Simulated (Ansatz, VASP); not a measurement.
Pt: VASP beside Ansatz

```
Pt
1.0
     0.03922    1.96090    1.96090
     1.96090    0.03922    1.96090
     2.00012    2.00012    0.00000
Pt
1
Direct
  0.00000 0.00000 0.00000
```

Alike in both runs: functional PBE; k mesh 10 × 10 × 10; occupations fermi-dirac, width 0.05 eV; no spin polarisation.

```csv
,VASP,Ansatz
version,VASP 6.6.1,Ansatz 0.2.0
potentials or method,"VASP PAW PBE potentials, release 64 (Pt)",Ansatz PAW
plane-wave cutoff (eV),520,420
valence electrons in the cell,10,18
task,single point,band structure
```

```tsv
	VASP	Ansatz	Ansatz less VASP
gap on the k mesh at the Fermi level (eV)	none	none	-
pressure (GPa)	10.2	10.8	+0.54
traceless stress, the component that is largest in VASP (GPa)	-3.61	-3.60	+0.018
```

A gap of «none» marks a metal or a gap that the smearing closes. VASP's potentials hold 10 valence electrons a cell and Ansatz's 18, so a difference there can come from the potentials and not from the codes.

Neither program's run includes spin-orbit coupling.
